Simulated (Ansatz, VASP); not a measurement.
TaN in VASP and in Ansatz

```
Ta N
1.0
     0.00000    2.28540    2.05354
     2.28540    0.00000    2.05354
     2.28540    2.28540    0.00000
Ta N
1 1
Direct
  0.49525 0.50475 0.50475
  0.06136 0.93864 0.93864
```

Change from the starting cell: mode 4 frozen in at -0.271 Å, strain +e along z and -e/2 along x and y -0.0700.

Alike in both runs: task single point; functional PBE; k mesh 18 × 18 × 18; occupations gaussian, width 0.15 eV; no spin polarisation.

|  | VASP | Ansatz |
| --- | --- | --- |
| version | VASP 6.6.1 | Ansatz 0.2.0 |
| potentials or method | VASP PAW PBE potentials, release 64 (Ta_pv, N), cutoff 520 eV | scalar-relativistic, plane waves, PAW |
| valence electrons in the cell | 16 | 18 |

|  | VASP | Ansatz | Ansatz less VASP |
| --- | --- | --- | --- |
| gap on the k mesh at the Fermi level (eV) | none | none | - |
| pressure (GPa) | 22.1 | 20.9 | -1.18 |
| traceless stress, the component that is largest in VASP (GPa) | -32.60 | -32.16 | +0.444 |
| rms of the force components (eV/Å) | 1.016 | 1.003 | -0.0128 |

Atom by atom the forces differ by 0.013 eV/Å (rms over components). A gap of «none» marks a metal or a gap that the smearing closes. With one functional, cell and mesh, what is left measures potentials, basis and numerics. VASP's potentials hold 16 valence electrons a cell and Ansatz's 18, so a difference there can come from the potentials and not from the codes.

Neither program's run includes spin-orbit coupling.
